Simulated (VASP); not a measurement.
Runs of VASP 6.6.1 on Mo. The structure is that of space group P6/mmm (No. 191), or close to it. The cells are those of the table. 

```csv
task,cell,k mesh,cutoff (eV),gap on the mesh (eV),pressure (GPa)
relaxation of cell and atoms,"relaxed from a = 4.708, b = 4.708, c = 2.886 Å, angles 90.0, 90.0, 120.0°, 3 atoms",6 × 6 × 6,600,none,0.1
single point,"a = 4.664, b = 4.664, c = 2.527 Å, angles 90.0, 90.0, 120.0°, 3 atoms",6 × 6 × 6,520,none,1.0
single point,"a = 4.708, b = 4.708, c = 2.886 Å, angles 90.0, 90.0, 120.0°, 3 atoms",6 × 6 × 6,520,none,(a)
single point,"a = 4.658, b = 4.658, c = 2.543 Å, angles 90.0, 90.0, 120.0°, 3 atoms",12 × 12 × 18,520,none,1.1
```

Alike in all rows: level r2SCAN; potentials or basis VASP PAW PBE potentials, release 64 (Mo_sv); no spin polarisation; smearing gaussian 0.1 eV.

Question: Fill in the values left out.

Answer: (a) -26.4.

Caveats: some runs use coarse meshes; the PAW data sets were made with another functional, which shifts forces and pressure a little.

A k mesh can miss the band edges, and the runs leave out spin-orbit coupling on Mo.

A gap of «none» marks levels without a gap at the run's occupations.
